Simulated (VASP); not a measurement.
# Ag (Im-3m) in VASP: further runs

Ag is run at these levels: PBE, PBEsol, HSE06; tasks: single point.

Everything below comes from runs of VASP 6.6.1. Logs are shortened: lines on timing, memory, paths and dates and some standing lists are left out, and cuts for length are marked.

### Step 1. The cell of the first run

The structure is cubic, space group Im-3m (No. 229). The conventional cell has a = 3.311 Å, b = 3.311 Å, c = 3.311 Å, α = 90.00°, β = 90.00°, γ = 90.00°. Ag (site symmetry m-3m) has 14 Ag at 2.87 to 3.31 Å within 3.8 Å.

### Step 2. Single point, PBE

The input, INCAR:

```
SYSTEM = Ag
PREC = Accurate
ENCUT = 500
EDIFF = 1E-6
ISMEAR = 0
SIGMA = 0.023
LREAL = .FALSE.
LASPH = .TRUE.
NELM = 120
ALGO = Normal
ISIF = 2
LWAVE = .FALSE.
LCHARG = .FALSE.
GGA = PE
NBANDS = 12
GGA_COMPAT = .FALSE.
```

The input, KPOINTS:

```
regular mesh
0
G
  11 11 11
  0 0 0
```

The input, POSCAR:

```
Ag
1.0
   -1.6556540000      1.6556540000      1.6556540000
    1.6556540000     -1.6556540000      1.6556540000
    1.6556540000      1.6556540000     -1.6556540000
Ag
1
Direct
    0.0000000000      0.0000000000      0.0000000000
```

Potentials or basis: VASP PAW PBE potentials, release 64 (Ag).

On the command line:

```bash
> cat potpaw_PBE.64/Ag/POTCAR > POTCAR
> mpirun -np 1 vasp_std > vasp.out
```

OUTCAR:

```text
SYSTEM = Ag
   PREC = Accurate
   ENCUT = 500
   EDIFF = 1E-6
   ISMEAR = 0
   LREAL = .FALSE.
   LASPH = .TRUE.
   NELM = 120
   ISIF = 2
   GGA = PE

 ion  position               nearest neighbor table
   1  0.000  0.000  0.000-

  LATTYP: Found a body centered cubic cell.
 ALAT       =     3.3113080000

  Lattice vectors:

 A1 = (  -1.6556540000,   1.6556540000,   1.6556540000)
 A2 = (   1.6556540000,  -1.6556540000,   1.6556540000)
 A3 = (   1.6556540000,   1.6556540000,  -1.6556540000)

Analysis of symmetry for initial positions (statically):
=====================================================================
 Subroutine PRICEL returns:
 Original cell was already a primitive cell.

 Routine SETGRP: Setting up the symmetry group for a
 body centered cubic supercell.

 Subroutine GETGRP returns: Found 48 space group operations
[... 9 lines left out ...]

 Routine SETGRP: Setting up the symmetry group for a
 body centered cubic supercell.

 Subroutine GETGRP returns: Found 48 space group operations
[... 11 lines left out ...]
                                     Primitive cell

  volume of cell :      18.1538

  direct lattice vectors                    reciprocal lattice vectors
    -1.655654000  1.655654000  1.655654000     0.000000000  0.301995465  0.301995465
     1.655654000 -1.655654000  1.655654000     0.301995465  0.000000000  0.301995465
     1.655654000  1.655654000 -1.655654000     0.301995465  0.301995465  0.000000000

  length of vectors
     2.867676848  2.867676848  2.867676848     0.427086083  0.427086083  0.427086083

  position of ions in fractional coordinates (direct lattice)
     0.000000000  0.000000000  0.000000000

  ion indices of the primitive-cell ions
   primitive index   ion index
                 1           1

----------------------------------------------------------------------------------------

 KPOINTS: regular mesh

Automatic generation of k-mesh.
 Grid dimensions read from file:
 generate k-points for:   11   11   11

 Generating k-lattice:

  Cartesian coordinates                     Fractional coordinates (reciprocal lattice)
     0.000000000  0.027454133  0.027454133     0.090909091  0.000000000  0.000000000
     0.027454133  0.000000000  0.027454133     0.000000000  0.090909091  0.000000000
     0.027454133  0.027454133  0.000000000     0.000000000  0.000000000  0.090909091

  Length of vectors
     0.038826008  0.038826008  0.038826008

  Shift w.r.t. Gamma in fractional coordinates (k-lattice)
     0.000000000  0.000000000  0.000000000

 Subroutine IBZKPT returns following result:
 ===========================================

 Found     56 irreducible k-points:

 Following reciprocal coordinates:
            Coordinates               Weight
  0.000000  0.000000  0.000000      1.000000
  0.090909  0.000000  0.000000     12.000000
  0.181818  0.000000  0.000000     12.000000
  0.272727  0.000000  0.000000     12.000000
  0.363636  0.000000  0.000000     12.000000
  0.454545  0.000000  0.000000     12.000000
[... 16 lines left out ...]
  0.272727  0.181818  0.090909     48.000000
  0.363636  0.181818  0.090909     24.000000
 [... further k-points ...]
   k-points           NKPTS =     56   k-points in BZ     NKDIM =     56   number of bands    NBANDS=     12
   number of dos      NEDOS =    301   number of ions     NIONS =      1
   total plane-waves  NPLWV =  13824
   dimension x,y,z NGX =    24 NGY =   24 NGZ =   24
   dimension x,y,z NGXF=    48 NGYF=   48 NGZF=   48
   ions per type =               1
   NGX,Y,Z   is equivalent  to a cutoff of  13.91, 13.91, 13.91 a.u.
   NGXF,Y,Z  is equivalent  to a cutoff of  27.83, 27.83, 27.83 a.u.
 SYSTEM =  Ag
   PREC   = accura    normal or accurate (medium, high low for compatibility)
   ISTART =      0    job   : 0-new  1-cont  2-samecut
   ICHARG =      2    charge: 1-file 2-atom 10-const
   ISPIN  =      1    spin polarized calculation?
   LNONCOLLINEAR =      F non collinear calculations
   LSORBIT =      F    spin-orbit coupling
   LASPH  =      T    aspherical Exc in radial PAW
   ENCUT  =  500.0 eV  36.75 Ry    6.06 a.u.   5.23  5.23  5.23*2*pi/ulx,y,z
   NELM   =    120;   NELMIN=  2; NELMDL= -5     # of ELM steps
   EDIFF  = 0.1E-05   stopping-criterion for ELM
   LREAL  =      F    real-space projection
   EDIFFG = 0.1E-04   stopping-criterion for IOM
   NSW    =      0    number of steps for IOM
   IBRION =     -1    ionic relax: 0-MD 1-quasi-New 2-CG
   NFREE  =      0    steps in history (QN), initial steepest desc. (CG)
   ISIF   =      2    stress and relaxation
   ISYM   =      2    0-nonsym 1-usesym 2-fastsym
   POTIM  = 0.5000    time-step for ionic-motion
   TEBEG  =    0.0;   TEEND  =   0.0 temperature during run
   PSTRESS=    0.0 pullay stress
   NELECT =      11.0000    total number of electrons
   NUPDOWN=      -1.0000    fix difference up-down
   EMIN   =  10.00;   EMAX   =-10.00  energy-range for DOS
   EFERMI =   0.00;   METHOD = LEGACY
   ISMEAR =     0;   SIGMA  =   0.02  broadening in eV -4-tet -1-fermi 0-gaus
   EFERMI_NEDOS =   21; number of points for ismear=-14 and -15
   IALGO  =     38    algorithm
   IMIX   =      4    mixing-type and parameters
     AMIX     =   0.40;   BMIX     =  1.00
     AMIX_MAG =   1.60;   BMIX_MAG =  1.00
  volume/ion in A,a.u.               =      18.15       122.51
  Fermi-wavevector in a.u.,A,eV,Ry     =   1.385318  2.617871 26.111022  1.919106
  Thomas-Fermi vector in A             =   2.509739
   LORBIT       =      0    0 simple, 1 ext, 2 COOP (PROOUT), +10 PAW based schemes
   GGA     = PE    functional components
   LHFCALC =     F    Hartree Fock is set to
   AEXX    =    0.0000 exact exchange contribution
   IVDW    =     0    specifies the selected vdW correction
   LEPSILON=     F    determine dielectric tensor
   LRPA    =     F    only Hartree local field effects (RPA)
 non-spin polarized calculation
 Gauss-broadening in eV      SIGMA  =   0.02
  energy-cutoff  :      500.00
  volume of cell :       18.15
 maximum number of plane-waves:       472
 NGX is ok and might be reduce to    24
   NGX = 11   NGY = 11   NGZ = 11

 number of electron      11.0000001 magnetization

 Free energy of the ion-electron system (eV)
  ---------------------------------------------------
  ext. energy  EPLUGINS =         0.00000000
  ---------------------------------------------------
  free energy    TOTEN  =        -2.69337194 eV

  energy without entropy =       -2.69290628  energy(sigma->0) =       -2.69313911

 E-fermi :   7.5564     XC(G=0): -11.8380

 val. band max:        7.5542591199   @ k =  -0.3636   0.4545   0.0909
 cond. band min:       7.7816709334   @ k =  -0.4545   0.4545   0.0909
 fundamental gap:      0.2274118135
 Fermi energy:         7.5564065927

 k-point     1 :       0.0000    0.0000    0.0000
  band No.  band energies     occupation
      1       0.2786      2.00000
      2       2.8972      2.00000
      3       2.8972      2.00000
      4       2.8972      2.00000
      5       4.0998      2.00000
      6       4.0998      2.00000
      7      25.3419      0.00000
      8      25.3419      0.00000
      9      25.3419      0.00000
     10      30.7071      0.00000
     11      30.7071      0.00000
     12      30.7071      0.00000

 k-point     2 :       0.0909    0.0000    0.0000
  band No.  band energies     occupation
      1       0.5356      2.00000
      2       2.8379      2.00000
      3       2.9085      2.00000
      4       3.0382      2.00000
      5       4.0384      2.00000
      6       4.1042      2.00000
      7      24.5324      0.00000
      8      25.1883      0.00000
      9      25.4888      0.00000
     10      28.7272      0.00000
     11      28.8692      0.00000
     12      29.2466      0.00000

 k-point     3 :       0.1818    0.0000    0.0000
  band No.  band energies     occupation
      1       1.2064      2.00000
      2       2.6820      2.00000
      3       2.9922      2.00000
      4       3.4338      2.00000
      5       3.9362      2.00000
      6       4.1192      2.00000
      7      21.8039      0.00000
      8      24.1440      0.00000
      9      25.8592      0.00000
     10      26.8176      0.00000
     11      27.6047      0.00000
     12      28.6882      0.00000

 k-point     4 :       0.2727    0.0000    0.0000
  band No.  band energies     occupation
      1       1.7282      2.00000
      2       2.4849      2.00000
      3       3.6428      2.00000
      4       3.9216      2.00000
      5       3.9982      2.00000
      6       4.1462      2.00000
      7      18.2484      0.00000
      8      22.6310      0.00000
      9      24.5026      0.00000
     10      26.2904      0.00000
     11      27.4662      0.00000
     12      30.0937      0.00000

 k-point     5 :       0.3636    0.0000    0.0000
  band No.  band energies     occupation
      1       1.6991      2.00000
      2       2.3103      2.00000
      3       3.9814      2.00000
      4       4.1788      2.00000
      5       4.5754      2.00000
      6       5.2788      2.00000
      7      14.7834      0.00000
      8      21.4320      0.00000
      9      22.6850      0.00000
     10      26.6332      0.00000
     11      27.6571      0.00000
     12      32.3117      0.00000
[... 228 lines left out ...]
      1       0.7873      2.00000
      2       2.9253      2.00000
      3       2.9253      2.00000
      4       3.0365      2.00000
      5       3.8929      2.00000
      6       4.1840      2.00000
      7      24.0695      0.00000
      8      25.3195      0.00000
      9      25.3195      0.00000
     10      26.4588      0.00000
     11      28.8341      0.00000
     12      28.8341      0.00000

 k-point    22 :       0.1818    0.1818    0.0909
  band No.  band energies     occupation
      1       2.2401      2.00000
      2       2.4716      2.00000
      3       2.9777      2.00000
      4       4.0500      2.00000
      5       4.1789      2.00000
      6       6.5418      2.00000
      7      16.9385      0.00000
      8      17.5921      0.00000
      9      19.6112      0.00000
     10      28.6830      0.00000
     11      32.4145      0.00000
     12      33.0847      0.00000

 k-point    23 :       0.2727    0.1818    0.0909
  band No.  band energies     occupation
      1       2.1391      2.00000
      2       2.3977      2.00000
      3       3.3818      2.00000
      4       4.1047      2.00000
      5       4.2304      2.00000
      6       8.4857      0.00000
      7      13.9780      0.00000
      8      16.4794      0.00000
      9      18.8891      0.00000
     10      29.3951      0.00000
     11      32.2265      0.00000
     12      33.4845      0.00000

 k-point    24 :       0.3636    0.1818    0.0909
  band No.  band energies     occupation
      1       2.0935      2.00000
      2       2.3609      2.00000
      3       3.5546      2.00000
      4       4.1393      2.00000
      5       4.2460      2.00000
      6      10.2928      0.00000
      7      11.7616      0.00000
      8      16.1472      0.00000
      9      18.6396      0.00000
     10      29.6149      0.00000
     11      32.1084      0.00000
     12      33.4972      0.00000

 [... further k-points ...]
[... 5 lines left out ...]
  --------------------------------------------------------------------------------------
  -------------------------------------------------------------------------------------
  Total       -0.0971090     -0.0971090     -0.0971090     -0.0000000      0.0000000     -0.0000000
  in kB       -8.5704042     -8.5704042     -8.5704042     -0.0000000      0.0000000     -0.0000000
  external PRESSURE =      -8.5704042 kB  Pullay stress =       0.0000000 kB

 VOLUME and BASIS-vectors are now :
 -----------------------------------------------------------------------------
  energy-cutoff  :      500.00
  volume of cell :       18.15
      direct lattice vectors                 reciprocal lattice vectors
    -1.655654000  1.655654000  1.655654000     0.000000000  0.301995465  0.301995465
     1.655654000 -1.655654000  1.655654000     0.301995465  0.000000000  0.301995465
     1.655654000  1.655654000 -1.655654000     0.301995465  0.301995465  0.000000000

 POSITION                                       TOTAL-FORCE (eV/Angst)
 -----------------------------------------------------------------------------------
      0.00000      0.00000      0.00000         0.000000      0.000000     -0.000000
 -----------------------------------------------------------------------------------
    total drift:                                0.000000      0.000000      0.000000

  FREE ENERGIE OF THE ION-ELECTRON SYSTEM (eV)
  ---------------------------------------------------
  free  energy   TOTEN  =        -2.6933719447 eV

  energy  without entropy=       -2.6929062773  energy(sigma->0) =       -2.69313911
```

It took 16 s on 1 thread of Intel Xeon 8259CL, shared host; peak memory 0.14 GiB.

Results:

```yaml
Free_energy: -2.6934 eV
Pressure: -0.9 GPa
```

### Step 3. Single point, PBE

The input, INCAR:

```
PREC = Accurate
ENCUT = 500
EDIFF = 1E-6
ISMEAR = 0
SIGMA = 0.025
LREAL = F
LASPH = T
NELM = 120
ALGO = Normal
ISIF = 2
LWAVE = F
LCHARG = F
GGA = PE
NBANDS = 12
GGA_COMPAT = F
```

The input, KPOINTS:

```
regular mesh
0
Gamma
  11 11 11
```

POSCAR is that of step 2.

Potentials or basis: VASP PAW PBE potentials, release 64 (Ag).

On the command line:

```bash
> cat potpaw_PBE.64/Ag/POTCAR > POTCAR
> mpirun -np 1 vasp_std > vasp.out
```

Run time: 17 s. Hardware: 1 thread of Intel Xeon 8259CL, shared host; peak memory 0.14 GiB.

It converged, with:

- Free energy: -2.6934 eV
- Pressure: -0.9 GPa

Levels at points of the mesh, in eV from the Fermi level:
```csv
k point,band 4,band 5,band 6,band 7,band 8,band 9
"(0.00, 0.00, 0.00)",-4.66,-3.46,-3.46,17.79,17.79,17.79
```

### Step 4. Single point, PBEsol, non-collinear spin, zero start, spin-orbit coupling

The input, INCAR:

```
SYSTEM = Ag
PREC = Accurate ; ENCUT = 520
EDIFF = 1E-6 ; ISMEAR = -1
SIGMA = 0.05 ; LREAL = .FALSE.
LASPH = .TRUE. ; NELM = 150
ALGO = Normal ; ISIF = 2
LWAVE = .FALSE. ; LCHARG = .FALSE.
MAGMOM = 0 0 0 ; LORBIT = 11
LSORBIT = .TRUE. ; GGA_COMPAT = .FALSE.
LORBMOM = .TRUE. ; LMAXMIX = 4
GGA = PS ; NBANDS = 22
```

The input, KPOINTS:

```
regular mesh
0
G
  8 8 8
  0 0 0
```

POSCAR is that of step 3.

On the command line:

```bash
> cat potpaw_PBE.64/Ag/POTCAR > POTCAR
> mpirun -np 1 vasp_ncl > vasp.out
```

Wall time 19 s (1 thread of Intel Xeon 6975P-C, shared host); peak memory 0.2 GiB.

It converged, with:

- Free energy: -3.2195 eV
- Pressure: -7.5 GPa
- Net moment: 0.00 μB per cell
- Valence electrons inside the program's atomic spheres: Ag 9.81

Moments on the atoms (μB; x, y, z):
```
Ag  0.00 0.00 0.00
```

Caveat: the PAW data sets were made with another functional, which shifts forces and pressure a little.

### Step 5. Single point, HSE06

POSCAR is that of step 4.

The input, INCAR.step1:

```
SYSTEM = Ag
  ALGO = Normal
  EDIFF = 1E-5
  ENCUT = 520
  GGA = PE
  ISIF = 2
  ISMEAR = -1
  LASPH = .True.
  LCHARG = .False.
  LREAL = .False.
  LWAVE = .True.
  NBANDS = 12
  NELM = 100
  PREC = Accurate
  SIGMA = 0.05
```

The input, INCAR.step2:

```
SYSTEM = Ag
  ALGO = Normal
  EDIFF = 1E-7
  ENCUT = 520
  GGA = PE
  HFSCREEN = 0.2079
  ISIF = 2
  ISMEAR = -1
  ISTART = 1
  LASPH = .True.
  LCHARG = .False.
  LHFCALC = .True.
  LREAL = .False.
  LWAVE = .False.
  NBANDS = 12
  NELM = 100
  PREC = Accurate
  PRECFOCK = Normal
  SIGMA = 0.05
```

The input, KPOINTS:

```
k-points
0
Gamma
  6 6 6
  0 0 0
```

On the command line:

```bash
> cat potpaw_PBE.64/Ag/POTCAR > POTCAR
> cp INCAR.step1 INCAR
> mpirun -np 1 vasp_std > vasp.out
> cp INCAR.step2 INCAR
> mpirun -np 1 vasp_std > vasp.out
```

It took 6.8 min on 1 thread of Intel Xeon Platinum 8375C at 2.90GHz (Ice Lake), shared host; peak memory 0.24 GiB.

The run converged. Its results:

```yaml
Free_energy: -2.7163 eV
Pressure: -0.5 GPa
```

Levels at points of the mesh, in eV from the Fermi level:
```tsv
k point	band 1	band 2	band 3	band 4	band 5	band 6	band 7	band 8	band 9	band 10
(0.00, 0.00, 0.00)	-8.32	-6.18	-6.18	-6.18	-4.93	-4.93	18.57	18.57	18.57	24.51
(0.50, 0.00, 0.00)	-7.49	-6.92	-4.96	-4.79	-3.87	-0.01	4.24	13.87	14.95	20.21
(0.50, 0.50, 0.50)	-7.54	-7.54	-4.11	-4.11	-4.11	7.35	7.35	7.35	13.22	13.68
```

Caveat: the k points lie up to 0.45 Å⁻¹ apart; the PAW data sets were made with another functional, which shifts forces and pressure a little.

### Step 6. The runs side by side

```csv
level,spin,k mesh,cutoff (eV),smearing,grid for exact exchange (PRECFOCK),screening parameter,gap on the mesh (eV),pressure (GPa)
PBE,off,11 × 11 × 11,500,gaussian 0.023 eV,-,-,none,-0.9
PBE,off,11 × 11 × 11,500,gaussian 0.025 eV,-,-,none,-0.9
PBEsol,"non-collinear, zero start, SOC",8 × 8 × 8,520,fermi-dirac 0.05 eV,-,-,-,-7.5
HSE06,off,6 × 6 × 6,520,fermi-dirac 0.05 eV,Normal,0.2079 1/Å,none,-0.5
```

Alike in all rows: task single point; potentials or basis VASP PAW PBE potentials, release 64 (Ag); cell as given.

Caveats: some runs use coarse meshes; the PAW data sets were made with another functional, which shifts forces and pressure a little (some runs).

Total energies depend on the potentials used, so only differences within one code and one set of settings carry meaning.
